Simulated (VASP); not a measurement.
Input of a VASP 6.6.1 run:

Contents of INCAR:

```
SYSTEM = CdI2
PREC     = Accurate       ! precision mode
ENCUT    = 400            ! plane-wave cutoff, eV
EDIFF    = 1E-8           ! SCF threshold, eV
ISMEAR   = -1             ! smearing method
SIGMA    = 0.03           ! smearing width, eV
LREAL    = .False.        ! projectors in reciprocal space
LASPH    = .True.         ! aspherical terms in the spheres
NELM     = 120            ! most SCF steps
ALGO     = Normal         ! electronic algorithm
ISIF     = 2              ! what is computed and relaxed
LWAVE    = .False.        ! write WAVECAR
LCHARG   = .False.        ! write CHGCAR
GGA      = PS             ! functional
LEFG     = .True.       
NBANDS   = 20             ! bands
GGA_COMPAT= .False.
```

The input KPOINTS:

```
Automatic mesh
0
Gamma
  8 8 4
  0 0 0
```

File POSCAR:

```
CdI2
1.0
    4.2210132393      0.0000000000      0.0000000000
   -2.1105066197      3.6555046950      0.0000000000
    0.0000000000      0.0000000000      6.9339087915
Cd I
1 2
Direct
    0.0000000000      0.0000000000      0.0000000000
    0.3333333333      0.6666666667      0.2456654408
    0.6666666667      0.3333333333      0.7543345592
```

Potentials or basis: VASP PAW PBE potentials, release 64 (Cd, I).

Run with:

```sh
$ cat potpaw_PBE.64/Cd/POTCAR potpaw_PBE.64/I/POTCAR > POTCAR
$ mpirun -np 1 vasp_std > vasp.out
```

(1) Predict the band gap on the k mesh.

(2) Estimate the largest force.

Results:

(1) 2.31 eV (least direct gap 2.56 eV).

(2) 0.023 eV/Å.

Caveat: without QUAD_EFG the Cq values of the log hold for a quadrupole moment of 1 mb, not for the nuclei; the PAW data sets were made with another functional, which shifts forces and pressure a little; spin-orbit coupling is left out, which moves the levels of the heavy elements.
